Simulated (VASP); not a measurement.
The system is HfO2.

```
CELL_PARAMETERS angstrom
5.08365 0.00000 0.00000
0.00000 5.15090 0.00000
-0.85290 0.00000 5.17887
ATOMIC_POSITIONS crystal
Hf 0.27550 0.46030 0.70800
Hf 0.72450 0.96030 0.79200
Hf 0.72450 0.53970 0.29200
Hf 0.27550 0.03970 0.20800
O 0.07420 0.16840 0.84670
O 0.92580 0.66840 0.65330
O 0.92580 0.83160 0.15330
O 0.07420 0.33160 0.34670
O 0.44870 0.74190 0.98010
O 0.55130 0.24190 0.51990
O 0.55130 0.25810 0.01990
O 0.44870 0.75810 0.48010
```

Base run:

* Program: VASP 6.6.1
* Functional: PBE
* Potentials or basis: VASP PAW PBE potentials, release 64 (Hf_pv, O)
* Cutoff: 520 eV
* k mesh: 5 × 5 × 5
* Occupations: fermi-dirac, width 0.05 eV
* Spin: no spin polarisation

Its results: band gap on the k mesh 4.24 eV (least direct gap 4.30 eV); pressure 7.9 GPa; largest force 0.517 eV/Å.

Problem. The run is repeated on the same cell with these changes: functional from PBE to r2SCAN; further incar settings from ALGO = Normal; EDIFF = 1e-06; NBANDS = 56 to ALGO = Normal; EDIFF = 1e-07; NBANDS = 56. What comes out?

Solution. Band gap on the k mesh 4.75 eV (least direct gap 4.80 eV); pressure 2.2 GPa; largest force 0.492 eV/Å.

Caveats: spin-orbit coupling is left out, which moves the levels of the heavy elements; an odd mesh through Γ misses points on the zone boundary, where band edges can lie; the cell stands under pressure (at least some runs); the PAW data sets were made with another functional, which shifts forces and pressure a little (at least some runs).
